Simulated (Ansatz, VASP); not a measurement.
## Two plane-wave programs on GaN

```xyz
4
Lattice="3.1182 0.0000 0.0000 -1.5591 2.7004 0.0000 0.0000 0.0000 5.0778" Properties=species:S:1:pos:R:3 pbc="T T T"
Ga    0.0000    1.8003   -0.0045
Ga    1.5591    0.9001    2.5344
N     0.0000    1.8003    1.9087
N     1.5591    0.9001    4.4476
```

Alike in both runs: task single point; functional r2SCAN; k mesh 9 × 9 × 4; no spin polarisation.

|  | VASP | Ansatz |
| --- | --- | --- |
| version | VASP 6.6.1 | Ansatz 0.2.0 |
| potentials or method | VASP PAW PBE potentials, release 64 (Ga_d, N) | plane waves, PAW |
| plane-wave cutoff (eV) | 520 | 500 |
| occupations | gaussian, width 0.01 eV | fixed |
| valence electrons in the cell | 36 | 36 |

VASP gave:

| Item | Value |
| --- | --- |
| gap on the k mesh at the Fermi level (eV) | 2.77 |
| pressure (GPa) | 15.2 |
| traceless stress, the component that is largest in VASP (GPa) | -0.16 |
| rms of the force components (eV/Å) | 0.009 |

Q: Which values does Ansatz return?

A: gap on the k mesh at the Fermi level (eV): 2.78; pressure (GPa): 13.9; traceless stress, the component that is largest in VASP (GPa): -0.07; rms of the force components (eV/Å): 0.007.

VASP's potentials were made for PBE, not for r2SCAN. Atom by atom the forces differ by 0.002 eV/Å (rms over components).
